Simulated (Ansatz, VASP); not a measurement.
**Two plane-wave programs on Cu**

File INCAR:

```
PREC     = Accurate       # precision mode
ENCUT    = 520            # plane-wave cutoff, eV
EDIFF    = 1E-6           # SCF threshold, eV
ISMEAR   = 0              # smearing method
SIGMA    = 0.15           # smearing width, eV
LREAL    = F              # projectors in reciprocal space
LASPH    = T              # aspherical terms in the spheres
NELM     = 80             # most SCF steps
ALGO     = Normal         # electronic algorithm
ISIF     = 2              # what is computed and relaxed
LWAVE    = F              # write WAVECAR
LCHARG   = T              # write CHGCAR
GGA      = PE             # functional
LELF     = T              # ELF
LVHAR    = T            
NBANDS   = 12             # bands
```

KPOINTS

```
regular mesh
0
Gamma
  22 22 22
```

The input POSCAR:

```
Cu
1.0
    0.0000000000      1.8526875000      1.8526875000
    1.8526875000      0.0000000000      1.8526875000
    1.8526875000      1.8526875000      0.0000000000
Cu
1
Direct
    0.0000000000      0.0000000000      0.0000000000
```

Input for Ansatz:

```yaml
crystal:
  lattice:
    - [0.0, 1.8526875, 1.8526875]
    - [1.8526875, 0.0, 1.8526875]
    - [1.8526875, 1.8526875, 0.0]
  atoms:
    - { symbol: Cu, position: [0.0, 0.0, 0.0] }
basis:
  ecutwfc: 420
kpoints:
  mp_grid: { grid: [22, 22, 22] }
hamiltonian:
  xc: pbe
scf:
  occupations: { method: gaussian, width: 0.15 }
output:
  forces: true
  stress: true
  eigenvalues: true
```

Change from the starting cell: strain +0.025 along x and y, +0.025 along z, atoms carried along.

Alike in both runs: task single point; functional PBE; k mesh 22 × 22 × 22; occupations gaussian, width 0.15 eV; no spin polarisation.

```csv
,VASP,Ansatz
version,VASP 6.6.1,Ansatz 0.2.0
potentials or method,"VASP PAW PBE potentials, release 64 (Cu), cutoff 520 eV","scalar-relativistic, plane waves, PAW"
valence electrons in the cell,11,19
```

|  | VASP | Ansatz | Ansatz less VASP |
| --- | --- | --- | --- |
| gap on the k mesh at the Fermi level (eV) | none | none | - |
| pressure (GPa) | -6.9 | -7.5 | -0.60 |

A gap of «none» marks a metal or a gap that the smearing closes. With one functional, cell and mesh, what is left measures potentials, basis and numerics. VASP's potentials hold 11 valence electrons a cell and Ansatz's 19, so a difference there can come from the potentials and not from the codes.
